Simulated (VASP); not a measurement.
# Ga3B2As (P4/mmm) in VASP: relaxation of cell and atoms with PBE

Aim: the relaxation of cell and atoms of Ga3B2As with PBE.

Program: VASP 6.6.1. These are calculated values, not measurements. Logs are shortened: lines on timing, memory, paths and dates and some standing lists are left out, and cuts for length are marked.

## Step 1: The cell of the first run

It takes space group P4/mmm (No. 123, tetragonal). Conventional cell: a = 3.219 Å, b = 3.219 Å, c = 8.618 Å, α = 90.00°, β = 90.00°, γ = 90.00°. Ga (site symmetry 4mm) has 6 Ga at 2.59 to 3.44 Å and 4 As at 2.85 Å and 4 B at 2.89 Å within 3.5 Å. Within 3.3 Å of Ga (site symmetry 4/mmm) lie 8 B at 2.42 Å and 6 Ga at 2.59 to 3.22 Å. Within 2.2 Å of B (site symmetry 4mm) lie 1 B at 1.63 Å. Within 3.8 Å of As (site symmetry 4/mmm) lie 8 Ga at 2.85 Å and 4 As at 3.22 Å and 2 B at 3.50 Å.

The cell was generated, and may not be a known phase.

## Step 2: Relaxation of cell and atoms, PBE

INCAR reads:

```
  PREC = Accurate
  ENCUT = 600
  EDIFF = 1E-7
  ISMEAR = 0
  SIGMA = 0.1
  LREAL = False
  LASPH = True
  NELM = 80
  ALGO = Normal
  ISIF = 3
  LWAVE = False
  LCHARG = False
  GGA = PE
  IBRION = 2
  NSW = 100
  EDIFFG = -0.01
```

KPOINTS reads:

```
regular mesh
0
Gamma
  12 12 6
```

POSCAR reads:

```
Ga3B2As
1.0
    3.2189702601      0.0000000000      0.0000000000
    0.0000000000      3.2189702601      0.0000000000
    0.0000000000      0.0000000000      8.6180079301
Ga B As
3 2 1
Direct
    0.5000000000      0.5000000000      0.1998397093
    0.5000000000      0.5000000000      0.5000000000
    0.5000000000      0.5000000000      0.8001602907
    0.0000000000      0.0000000000      0.4057136094
    0.0000000000      0.0000000000      0.5942863906
    0.0000000000      0.0000000000      0.0000000000
```

Potentials or basis: VASP PAW PBE potentials, release 64 (Ga_d, B, As).

The run is started by

```sh
$ cat potpaw_PBE.64/Ga_d/POTCAR potpaw_PBE.64/B/POTCAR potpaw_PBE.64/As/POTCAR > POTCAR
$ mpirun -np 1 vasp_std > vasp.out
```

OUTCAR:

```text
PREC = Accurate
   ENCUT = 600
   EDIFF = 1E-7
   ISMEAR = 0
   LREAL = False
   LASPH = True
   NELM = 80
   ISIF = 3
   GGA = PE
   IBRION = 2
   NSW = 100
   EDIFFG = -0.01

 ion  position               nearest neighbor table
   1  0.500  0.500  0.200-   2 2.59   6 2.85   6 2.85   6 2.85   6 2.85
   2  0.500  0.500  0.500-   4 2.42   5 2.42   4 2.42   5 2.42   4 2.42   5 2.42   4 2.42   5 2.42
                             1 2.59   3 2.59
   3  0.500  0.500  0.800-   2 2.59   6 2.85   6 2.85   6 2.85   6 2.85
   4  0.000  0.000  0.406-   5 1.63   2 2.42   2 2.42   2 2.42   2 2.42
   5  0.000  0.000  0.594-   4 1.63   2 2.42   2 2.42   2 2.42   2 2.42
   6  0.000  0.000  0.000-   1 2.85   3 2.85   1 2.85   3 2.85   1 2.85   3 2.85   1 2.85   3 2.85

  LATTYP: Found a simple tetragonal cell.
 ALAT       =     3.2189702601
 C/A-ratio  =     2.6772561514

  Lattice vectors:

 A1 = (   3.2189702601,   0.0000000000,   0.0000000000)
 A2 = (   0.0000000000,   3.2189702601,   0.0000000000)
 A3 = (   0.0000000000,   0.0000000000,   8.6180079301)

Analysis of symmetry for initial positions (statically):
=====================================================================
 Subroutine PRICEL returns:
 Original cell was already a primitive cell.

 Routine SETGRP: Setting up the symmetry group for a
 simple tetragonal supercell.

 Subroutine GETGRP returns: Found 16 space group operations
 (whereof 16 operations were pure point group operations)
 out of a pool of 16 trial point group operations.

The static configuration has the point symmetry D_4h.

Analysis of symmetry for dynamics (positions and initial velocities):
=====================================================================
 Subroutine PRICEL returns:
 Original cell was already a primitive cell.

 Routine SETGRP: Setting up the symmetry group for a
 simple tetragonal supercell.

 Subroutine GETGRP returns: Found 16 space group operations
 (whereof 16 operations were pure point group operations)
 out of a pool of 16 trial point group operations.

The dynamic configuration has the point symmetry D_4h.

 Subroutine INISYM returns: Found 16 space group operations
 (whereof 16 operations are pure point group operations),
 and found     1 'primitive' translations

----------------------------------------------------------------------------------------

                                     Primitive cell

  volume of cell :      89.2978

  direct lattice vectors                    reciprocal lattice vectors
     3.218970260  0.000000000  0.000000000     0.310658353  0.000000000  0.000000000
     0.000000000  3.218970260  0.000000000     0.000000000  0.310658353  0.000000000
     0.000000000  0.000000000  8.618007930     0.000000000  0.000000000  0.116036097

  length of vectors
     3.218970260  3.218970260  8.618007930     0.310658353  0.310658353  0.116036097

  position of ions in fractional coordinates (direct lattice)
     0.500000000  0.500000000  0.199839709
     0.500000000  0.500000000  0.500000000
     0.500000000  0.500000000  0.800160291
     0.000000000  0.000000000  0.405713609
     0.000000000  0.000000000  0.594286391
     0.000000000  0.000000000  0.000000000

  ion indices of the primitive-cell ions
   primitive index   ion index
                 1           1
                 2           2
                 3           3
                 4           4
                 5           5
                 6           6

----------------------------------------------------------------------------------------

 KPOINTS: regular mesh

Automatic generation of k-mesh.
 Grid dimensions read from file:
 generate k-points for:   12   12    6

 Generating k-lattice:

  Cartesian coordinates                     Fractional coordinates (reciprocal lattice)
     0.025888196  0.000000000  0.000000000     0.083333333  0.000000000  0.000000000
     0.000000000  0.025888196  0.000000000     0.000000000  0.083333333  0.000000000
     0.000000000  0.000000000  0.019339349     0.000000000  0.000000000  0.166666667

  Length of vectors
     0.025888196  0.025888196  0.019339349

  Shift w.r.t. Gamma in fractional coordinates (k-lattice)
     0.000000000  0.000000000  0.000000000

 Subroutine IBZKPT returns following result:
 ===========================================

 Found    112 irreducible k-points:

 Following reciprocal coordinates:
            Coordinates               Weight
  0.000000  0.000000  0.000000      1.000000
  0.083333  0.000000  0.000000      4.000000
  0.166667  0.000000  0.000000      4.000000
  0.250000  0.000000  0.000000      4.000000
  0.333333  0.000000  0.000000      4.000000
  0.416667  0.000000  0.000000      4.000000
[... 16 lines left out ...]
  0.333333  0.333333  0.000000      4.000000
  0.416667  0.333333  0.000000      8.000000
 [... further k-points ...]
   k-points           NKPTS =    112   k-points in BZ     NKDIM =    112   number of bands    NBANDS=     30
   number of dos      NEDOS =    301   number of ions     NIONS =      6
   total plane-waves  NPLWV =  54880
   dimension x,y,z NGX =    28 NGY =   28 NGZ =   70
   dimension x,y,z NGXF=    56 NGYF=   56 NGZF=  140
   ions per type =               3   2   1
   NGX,Y,Z   is equivalent  to a cutoff of  14.46, 14.46, 13.50 a.u.
   NGXF,Y,Z  is equivalent  to a cutoff of  28.92, 28.92, 27.01 a.u.
 SYSTEM =  unknown system
   PREC   = accura    normal or accurate (medium, high low for compatibility)
   ISTART =      0    job   : 0-new  1-cont  2-samecut
   ICHARG =      2    charge: 1-file 2-atom 10-const
   ISPIN  =      1    spin polarized calculation?
   LNONCOLLINEAR =      F non collinear calculations
   LSORBIT =      F    spin-orbit coupling
   LASPH  =      T    aspherical Exc in radial PAW
   ENCUT  =  600.0 eV  44.10 Ry    6.64 a.u.   6.43  6.43 17.21*2*pi/ulx,y,z
   NELM   =     80;   NELMIN=  2; NELMDL= -5     # of ELM steps
   EDIFF  = 0.1E-06   stopping-criterion for ELM
   LREAL  =      F    real-space projection
   EDIFFG = -.1E-01   stopping-criterion for IOM
   NSW    =    100    number of steps for IOM
   IBRION =      2    ionic relax: 0-MD 1-quasi-New 2-CG
   NFREE  =      1    steps in history (QN), initial steepest desc. (CG)
   ISIF   =      3    stress and relaxation
   ISYM   =      2    0-nonsym 1-usesym 2-fastsym
   POTIM  = 0.5000    time-step for ionic-motion
   TEBEG  =    0.0;   TEEND  =   0.0 temperature during run
   PSTRESS=    0.0 pullay stress
   NELECT =      50.0000    total number of electrons
   NUPDOWN=      -1.0000    fix difference up-down
   EMIN   =  10.00;   EMAX   =-10.00  energy-range for DOS
   EFERMI =   0.00;   METHOD = LEGACY
   ISMEAR =     0;   SIGMA  =   0.10  broadening in eV -4-tet -1-fermi 0-gaus
   EFERMI_NEDOS =   21; number of points for ismear=-14 and -15
   IALGO  =     38    algorithm
   IMIX   =      4    mixing-type and parameters
     AMIX     =   0.40;   BMIX     =  1.00
     AMIX_MAG =   1.60;   BMIX_MAG =  1.00
  volume/ion in A,a.u.               =      14.88       100.44
  Fermi-wavevector in a.u.,A,eV,Ry     =   1.349329  2.549862 24.771979  1.820689
  Thomas-Fermi vector in A             =   2.476925
   LORBIT       =      0    0 simple, 1 ext, 2 COOP (PROOUT), +10 PAW based schemes
   GGA     = PE    functional components
   LHFCALC =     F    Hartree Fock is set to
   AEXX    =    0.0000 exact exchange contribution
   IVDW    =     0    specifies the selected vdW correction
   LEPSILON=     F    determine dielectric tensor
   LRPA    =     F    only Hartree local field effects (RPA)
 conjugate gradient relaxation of ions
 non-spin polarized calculation
 Gauss-broadening in eV      SIGMA  =   0.10
  energy-cutoff  :      600.00
  volume of cell :       89.30
 maximum number of plane-waves:      3019
 NGX is ok and might be reduce to    28
   NGX = 13   NGY = 13   NGZ = 35

--------------------------------------- Ionic step        1  -------------------------------------------

 number of electron      49.9999979 magnetization

 Free energy of the ion-electron system (eV)
  ---------------------------------------------------
  ext. energy  EPLUGINS =         0.00000000
  ---------------------------------------------------
  free energy    TOTEN  =       -22.38710822 eV

  energy without entropy =      -22.37393885  energy(sigma->0) =      -22.38052353

------------------------ aborting loop because EDIFF is reached ----------------------------------------

  FORCE on cell =-STRESS in cart. coord.  units (eV):
  Direction    XX          YY          ZZ          XY          YZ          ZX
  --------------------------------------------------------------------------------------
  -------------------------------------------------------------------------------------
  Total       -0.0768297     -0.0768297      0.1778511      0.0000000      0.0000000      0.0000000
  in kB       -1.3784746     -1.3784746      3.1909967      0.0000000      0.0000000      0.0000000
  external PRESSURE =       0.1446825 kB  Pullay stress =       0.0000000 kB
[... 101 lines left out ...]
  FREE ENERGIE OF THE ION-ELECTRON SYSTEM (eV)
  ---------------------------------------------------
  free  energy   TOTEN  =       -22.3886358824 eV

  energy  without entropy=      -22.3759638533  energy(sigma->0) =      -22.38229987

[... ionic steps 4 to 12 ...]

--------------------------------------- Ionic step       13  -------------------------------------------

 number of electron      50.0000033 magnetization

------------------------ aborting loop because EDIFF is reached ----------------------------------------

  FORCE on cell =-STRESS in cart. coord.  units (eV):
  Direction    XX          YY          ZZ          XY          YZ          ZX
  --------------------------------------------------------------------------------------
  -------------------------------------------------------------------------------------
  Total       -0.0553910     -0.0553910      0.0810592      0.0000000     -0.0000000      0.0000000
  in kB       -0.9925264     -0.9925264      1.4524637      0.0000000     -0.0000000      0.0000000
  external PRESSURE =      -0.1775297 kB  Pullay stress =       0.0000000 kB
[... 65 lines left out ...]
  energy  without entropy=      -22.3903031341  energy(sigma->0) =      -22.39661527

--------------------------------------- Ionic step       15  -------------------------------------------

 number of electron      50.0000028 magnetization

 Free energy of the ion-electron system (eV)
  ---------------------------------------------------
  ext. energy  EPLUGINS =         0.00000000
  ---------------------------------------------------
  free energy    TOTEN  =       -22.40295926 eV

  energy without entropy =      -22.39039834  energy(sigma->0) =      -22.39667880

 E-fermi :   5.9502     XC(G=0): -11.1883

 val. band max:        5.9384786204   @ k =   0.4167   0.2500   0.3333
 cond. band min:       5.9509185263   @ k =   0.4167   0.3333   0.3333
 fundamental gap:      0.0124399059
 Fermi energy:         5.9502454324

 k-point     1 :       0.0000    0.0000    0.0000
  band No.  band energies     occupation
      1      -9.3211      2.00000
      2      -9.0906      2.00000
      3      -9.0568      2.00000
      4      -9.0568      2.00000
      5      -9.0418      2.00000
      6      -9.0328      2.00000
[... 781 lines left out ...]
     29       6.8346      0.00000
     30       7.8367      0.00000

 [... further k-points ...]

------------------------ aborting loop because EDIFF is reached ----------------------------------------

  FORCE on cell =-STRESS in cart. coord.  units (eV):
  Direction    XX          YY          ZZ          XY          YZ          ZX
  --------------------------------------------------------------------------------------
  -------------------------------------------------------------------------------------
  Total        0.0090104      0.0090104      0.0426907      0.0000000      0.0000000     -0.0000000
  in kB        0.1615974      0.1615974      0.7656390      0.0000000      0.0000000     -0.0000000
  external PRESSURE =       0.3629446 kB  Pullay stress =       0.0000000 kB
[... 21 lines left out ...]
  FREE ENERGIE OF THE ION-ELECTRON SYSTEM (eV)
  ---------------------------------------------------
  free  energy   TOTEN  =       -22.4029592551 eV

  energy  without entropy=      -22.3903983369  energy(sigma->0) =      -22.39667880

 reached required accuracy - stopping structural energy minimisation
```

It took 56 min on 1 thread of Intel Xeon Platinum 8375C at 2.90GHz (Ice Lake), shared host; peak memory 0.5 GiB.

Results:

- Free energy: -22.4030 eV
- Relaxed volume: 14.89 Å³/atom
- Relaxed cell: a = 3.160 Å, b = 3.160 Å, c = 8.945 Å, α = 90.00°, β = 90.00°, γ = 90.00°
- Space group after relaxing (to 0.1 Å): P4/mmm (No. 123)
- Energy gained by relaxing: 2.6 meV/atom
- Ionic steps: 15
- Pressure after relaxing: 0.0 GPa
- Largest force after relaxing: 0.009 eV/Å
- Band gap on the k mesh: zero (bands 25 and 26 overlap by 3.26 eV)

Forces in eV/Å, atoms in the order of the input:
```
Ga   0.000  0.000 -0.007
Ga   0.000  0.000  0.000
Ga   0.000  0.000  0.007
B    0.000  0.000  0.009
B    0.000  0.000 -0.009
As   0.000  0.000  0.000
```

Step by step:
```tsv
step	energy change (eV)	largest force (eV/Å)	pressure (GPa)	volume (Å³)
1	0.0000	0.1258	0.01	89.30
2	-0.0015	0.0922	-0.26	89.32
3	-0.0015	0.0913	-0.27	89.32
4	-0.0030	0.0654	-0.07	89.02
5	-0.0039	0.0410	0.34	88.51
6	-0.0053	0.0428	0.24	88.65
7	-0.0090	0.0510	-0.09	89.09
8	-0.0125	0.0764	-0.60	89.93
9	-0.0133	0.0733	-0.52	89.90
10	-0.0144	0.0845	-0.29	89.78
11	-0.0144	0.0828	-0.31	89.80
12	-0.0149	0.0690	-0.24	89.70
13	-0.0157	0.0288	-0.02	89.41
14	-0.0158	0.0113	0.07	89.29
15	-0.0159	0.0092	0.04	89.33
```

Final structure:
```xyz
6
Lattice="3.1602 0.0000 0.0000 0.0000 3.1602 0.0000 0.0000 0.0000 8.9453" Properties=species:S:1:pos:R:3 pbc="T T T"
Ga    1.5801    1.5801    1.9038
Ga    1.5801    1.5801    4.4726
Ga    1.5801    1.5801    7.0415
B     0.0000    0.0000    3.6467
B     0.0000    0.0000    5.2986
As    0.0000    0.0000    0.0000
```
